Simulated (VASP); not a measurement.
# TaAs: relaxation of shape and atoms at fixed volume with PBE

TaAs:

```
CELL_PARAMETERS angstrom
-1.74282 1.74282 5.90695
1.74282 -1.74282 5.90695
1.74282 1.74282 -5.90695
ATOMIC_POSITIONS crystal
Ta 0.50017 0.00017 0.50000
Ta 0.75017 0.75017 0.00000
As 0.08243 0.58243 0.50000
As 0.33243 0.33243 0.00000
```

```
Program                : VASP 6.6.1
Task                   : relaxation of shape and atoms at fixed volume
Functional             : PBE
Potentials or basis    : VASP PAW PBE potentials, release 64 (Ta_pv, As)
Cutoff                 : 500 eV
k mesh                 : 16 × 16 × 16
Occupations            : gaussian, width 0.05 eV
Spin                   : no spin polarisation
Dipole correction      : no
Further INCAR settings : ALGO = Normal; EDIFF = 1e-07; IBRION = 2; EDIFFG = -0.01; NSW = 60; ISIF = 4
```

The energy gained by relaxing is 0.0 meV/atom, the ionic steps are 5 and the pressure after relaxing is -2.9 GPa. The band gap on the k mesh is zero (bands 16 and 17 overlap by 0.07 eV).

Forces on the atoms (eV/Å):
```
Ta   0.000  0.000  0.002
Ta   0.000  0.000  0.002
As   0.000  0.000 -0.002
As   0.000  0.000 -0.002
```

The path:
```tsv
step	energy change (eV)	largest force (eV/Å)	pressure (GPa)	volume (Å³)
1	0.0000	0.0081	-2.98	71.77
2	-0.0001	0.0112	-2.95	71.77
3	-0.0001	0.0121	-2.94	71.77
4	-0.0001	0.0123	-2.94	71.77
5	-0.0002	0.0021	-2.94	71.77
```

Final structure:
```yaml
crystal:
  lattice:
    - [-1.74128, 1.74128, 5.91737]
    - [1.74128, -1.74128, 5.91737]
    - [1.74128, 1.74128, -5.91737]
  atoms:
    - { symbol: Ta, position: [0.50007, 0.00007, 0.50000] }
    - { symbol: Ta, position: [0.75007, 0.75007, 0.00000] }
    - { symbol: As, position: [0.08253, 0.58253, 0.50000] }
    - { symbol: As, position: [0.33253, 0.33253, 0.00000] }
```

Levels at points of the mesh, in eV from the Fermi level:
```tsv
k point	band 14	band 15	band 16	band 17	band 18	band 19
(0.00, 0.00, 0.00)	-1.87	-1.62	-1.62	0.85	1.49	2.24
(0.50, 0.00, 0.00)	-2.28	-1.51	-0.28	0.11	1.31	2.14
(0.50, 0.50, 0.00)	-3.14	-1.12	-1.12	2.65	2.65	2.92
(0.50, 0.50, 0.50)	-2.69	-0.97	-0.97	1.15	1.15	2.19
```

Wall time 62 min on 1 thread of Oxide Virtual Turin-like Processor, with other jobs on the host, peak memory 0.64 GiB.

Caveat: spin-orbit coupling is left out, which moves the levels of the heavy elements.
